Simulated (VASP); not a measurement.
Input of a VASP 6.6.1 run:

INCAR

```
SYSTEM = MgCd3O4
  ALGO = Normal
  EDIFF = 1E-6
  ENCUT = 840
  GGA = PE
  GGA_COMPAT = .FALSE.
  ISIF = 2
  ISMEAR = 0
  LASPH = .TRUE.
  LCHARG = .FALSE.
  LREAL = .FALSE.
  LWAVE = .FALSE.
  NBANDS = 57
  NELM = 120
  PREC = Accurate
  SIGMA = 0.1
```

File KPOINTS:

```
k-points
0
G
  12 12 4
  0 0 0
```

File POSCAR:

```
MgCd3O4
1.0
    3.3076836166      0.0000000000      0.0000000000
    0.0000000000      3.3076836166      0.0000000000
    0.0000000000      0.0000000000      9.3304803671
Mg Cd O
1 3 4
Direct
    0.0000000000      0.0000000000      0.5000000000
    0.0000000000      0.0000000000      0.0000000000
    0.5000000000      0.5000000000      0.2567000814
    0.5000000000      0.5000000000      0.7432999186
    0.0000000000      0.0000000000      0.2677532498
    0.5000000000      0.5000000000      0.5000000000
    0.0000000000      0.0000000000      0.7322467502
    0.5000000000      0.5000000000      0.0000000000
```

Potentials or basis: VASP PAW PBE potentials, release 64 (Mg_sv, Cd_sv_GW, O).

Launch:

```console
$ cat potpaw_PBE.64/Mg_sv/POTCAR potpaw_PBE.64/Cd_sv_GW/POTCAR potpaw_PBE.64/O/POTCAR > POTCAR
$ mpirun -np 1 vasp_std > vasp.out
```

(1) What does it give for the band gap on the k mesh?

(2) Estimate the pressure.

## Answers

(1) zero (bands 47 and 48 overlap by 0.20 eV).

(2) -0.2 GPa.

Caveat: semilocal functionals underestimate gaps, and a narrow one can read as zero.
